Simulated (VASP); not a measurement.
Wanted: the native input for a VASP 6.6.1 run.

```yaml
Task: single point
Functional: PBEsol
Potentials_or_basis: VASP PAW PBE potentials, release 64 (Pt)
Cutoff: 520 eV
k_mesh: 20 × 20 × 20
Occupations: gaussian, width 0.15 eV
Spin: no spin polarisation
Dipole_correction: no
Further_INCAR_settings: ALGO = Normal; EDIFF = 1e-06; NBANDS = 11
```

The structure of Pt lies in POSCAR:

```
Pt
1.0
    0.0000000000      1.9579000000      2.0068475000
    1.9579000000      0.0000000000      2.0068475000
    1.9579000000      1.9579000000      0.0000000000
Pt
1
Direct
    0.0000000000      0.0000000000      0.0000000000
```

This cell differs from its parent crystal: strain +0.000 along x and y, +0.025 along z.

One way to write it, as run:

INCAR

```
SYSTEM = Pt
PREC = Accurate
ENCUT = 520
EDIFF = 1E-6
ISMEAR = 0
SIGMA = 0.15
LREAL = .False.
LASPH = .True.
NELM = 60
ALGO = Normal
ISIF = 2
LWAVE = .False.
LCHARG = .False.
GGA = PS
NBANDS = 11
```

KPOINTS

```
regular mesh
0
Gamma
  20 20 20
  0 0 0
```

Potentials or basis: VASP PAW PBE potentials, release 64 (Pt).

The run is started by

```console
$ cat potpaw_PBE.64/Pt/POTCAR > POTCAR
$ mpirun -np 1 vasp_std > vasp.out
```

It gave:

```json
{
  "Pressure": "-6.5 GPa",
  "Band gap on the k mesh": "zero (bands 5 and 6 overlap by 2.28 eV)"
}
```

Caveat: the cell differs from its parent crystal (strain +0.000 along x and y, +0.025 along z); the cell stands under tension; the PAW data sets were made with another functional, which shifts forces and pressure a little; spin-orbit coupling is left out, which moves the levels of the heavy elements.

Wall time 110 s on 1 thread of Intel Xeon 8259CL, on a shared host, peak memory 0.24 GiB.
